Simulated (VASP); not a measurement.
Input of a VASP 6.6.1 run:

The input INCAR:

```
SYSTEM = ZnAu
ALGO = Normal
EDIFF = 1E-6
ENCUT = 500
GGA_COMPAT = .False.
ISIF = 2
ISMEAR = -1
LASPH = .True.
LCHARG = .True.
LELF = .True.
LREAL = .False.
LVHAR = .True.
LWAVE = .False.
NBANDS = 18
NELM = 120
PREC = Accurate
SIGMA = 0.15
```

Contents of KPOINTS:

```
k-points
0
Gamma
  5 5 5
  0 0 0
```

POSCAR

```
ZnAu
1.0
    3.1470000000      0.0000000000      0.0000000000
    0.0000000000      3.1470000000      0.0000000000
    0.0000000000      0.0000000000      3.1470000000
Zn Au
1 1
Direct
    0.5000000000      0.5000000000      0.5000000000
    0.0300000000      0.0000000000      0.0000000000
```

Potentials or basis: VASP PAW LDA potentials, release 64 (Zn, Au).

Run with:

```console
$ cat potpaw_LDA.64/Zn/POTCAR potpaw_LDA.64/Au/POTCAR > POTCAR
$ mpirun -np 1 vasp_std > vasp.out
```

Problem. Predict the pressure.

Solution. -5.3 GPa.

Problem. Estimate the largest force.

Solution. 0.283 eV/Å.

Stress tensor (GPa, compression positive):
```
-5.47  0.00  0.00
 0.00 -5.19  0.00
 0.00  0.00 -5.19
```

Caveat: the k points lie up to 0.40 Å⁻¹ apart.
